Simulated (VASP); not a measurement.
Pb12C, 13 atoms in the cell. The cell holds a slab with vacuum, 13 atoms: a = 7.130 Å, b = 7.130 Å, c = 20.317 Å, α = 90.00°, β = 90.00°, γ = 90.00°. 

| Quantity | Value |
| --- | --- |
| Program | VASP 6.6.1 |
| Task | single point |
| Functional | PBE |
| Potentials or basis | VASP PAW PBE potentials, release 64 (Pb_d, C) |
| Cutoff | 520 eV |
| k mesh | 4 × 4 × 1 |
| Occupations | gaussian, width 0.1 eV |
| Spin | no spin polarisation |
| Dipole correction | yes |
| Further INCAR settings | ALGO = Normal; EDIFF = 1e-06; NBANDS = 98 |

Potentials or basis: VASP PAW PBE potentials, release 64 (Pb_d, C).

Command:

```console
$ cat potpaw_PBE.64/Pb_d/POTCAR potpaw_PBE.64/C/POTCAR > POTCAR
$ mpirun -np 1 vasp_std > vasp.out
```

Hardware: 1 thread of Intel Xeon 8259CL, with other jobs on the host.

How long does it take, and how much memory?

Run time: 67 min on 1 thread of Intel Xeon 8259CL (shared host), peak memory 1.2 GiB. Counts: scf iterations 29, k points 6.
